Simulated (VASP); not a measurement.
Runs of VASP 6.6.1 on BN. The structure is that of space group Fmm2 (No. 42), or close to it. The cells are those of the table. 

| task | level | potentials or basis | cell | k mesh | cutoff (eV) | smearing | ions in elastic constants | gap on the mesh (eV) | pressure (GPa) | largest force (eV/Å) |
| --- | --- | --- | --- | --- | --- | --- | --- | --- | --- | --- |
| single point | PBE | VASP PAW PBE potentials, release 64 (N, B) | a = 4.057, b = 2.468, c = 3.662 Å, angles 80.3, 36.8, 62.9°, 2 atoms | 13 × 13 × 13 | 520 | fermi-dirac 0.05 eV | - | 3.92 | 13.7 | 0.01 |
| single point | LDA | VASP PAW LDA potentials, release 64 (N, B) | a = 4.057, b = 2.468, c = 3.662 Å, angles 80.3, 36.8, 62.9°, 2 atoms | 13 × 13 × 13 | 520 | fermi-dirac 0.05 eV | - | 3.71 | (a) | 0.01 |
| single point | PBEsol | VASP PAW PBE potentials, release 64 (N, B) | a = 4.084, b = 2.485, c = 3.688 Å, angles 80.3, 36.8, 62.9°, 2 atoms | 13 × 13 × 13 | 520 | fermi-dirac 0.05 eV | - | (c) | 5.7 | 0.01 |
| single point | PBE | VASP PAW PBE potentials, release 64 (N, B) | a = 4.112, b = 2.502, c = 3.713 Å, angles 80.3, 36.8, 62.9°, 2 atoms | 13 × 13 × 13 | 520 | fermi-dirac 0.05 eV | - | 3.90 | 3.3 | 0.01 |
| single point | PBE | VASP PAW PBE potentials, release 64 (N, B) | a = 4.112, b = 2.502, c = 3.713 Å, angles 80.3, 36.8, 62.9°, 2 atoms | 8 × 8 × 8 | 520 | fermi-dirac 0.05 eV | - | (b) | 3.3 | 0.01 |
| single point | PBE | VASP PAW PBE potentials, release 64 (N, B) | a = 4.139, b = 2.518, c = 3.737 Å, angles 80.3, 36.8, 62.9°, 2 atoms | 13 × 13 × 13 | 520 | fermi-dirac 0.05 eV | - | 3.88 | -1.2 | 0.01 |
| electric field gradients | PBE | VASP PAW PBE potentials, release 64 (N, B) | a = 4.112, b = 2.502, c = 3.713 Å, angles 80.3, 36.8, 62.9°, 2 atoms | 13 × 13 × 13 | 520 | fermi-dirac 0.05 eV | - | 3.90 | 3.3 | 0.01 |

Alike in all rows: no spin polarisation.

Problem. Estimate the missing entries.

Solution. (a) 6.1; (b) 3.82; (c) 3.80.

Caveats: the PAW data sets were made with another functional, which shifts forces and pressure a little (some runs).

A k mesh can miss the band edges.
